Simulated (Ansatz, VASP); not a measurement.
## MgO: VASP beside Ansatz

```xyz
4
Lattice="3.6113 0.0000 0.0000 -1.8056 3.1275 0.0000 0.0000 0.0000 4.3345" Properties=species:S:1:pos:R:3 pbc="T T T"
Mg    1.8057    1.0425    3.2509
Mg    0.0000    2.0850    1.0836
O     1.8057    1.0425    1.0836
O     0.0000    2.0850    3.2509
```

Alike in both runs: task single point; functional PBEsol; k mesh 9 × 9 × 6; occupations gaussian, width 0.05 eV; no spin polarisation.

|  | VASP | Ansatz |
| --- | --- | --- |
| version | VASP 6.6.1 | Ansatz 0.2.0 |
| potentials or method | VASP PAW PBE potentials, release 64 (Mg, O), cutoff 520 eV | scalar-relativistic, plane waves, PAW |
| valence electrons in the cell | 16 | 32 |

```csv
,VASP,Ansatz,Ansatz less VASP
gap on the k mesh at the Fermi level (eV),2.79,2.80,+0.010
least direct gap on the mesh (eV),2.79,2.80,+0.010
pressure (GPa),-11.0,-10.5,+0.50
"traceless stress, the component that is largest in VASP (GPa)",-0.50,-0.45,+0.048
```

VASP's potentials were made for PBE, not for PBEsol, and Ansatz warns of the same on its side. VASP's potentials hold 16 valence electrons a cell and Ansatz's 32, so a difference there can come from the potentials and not from the codes.
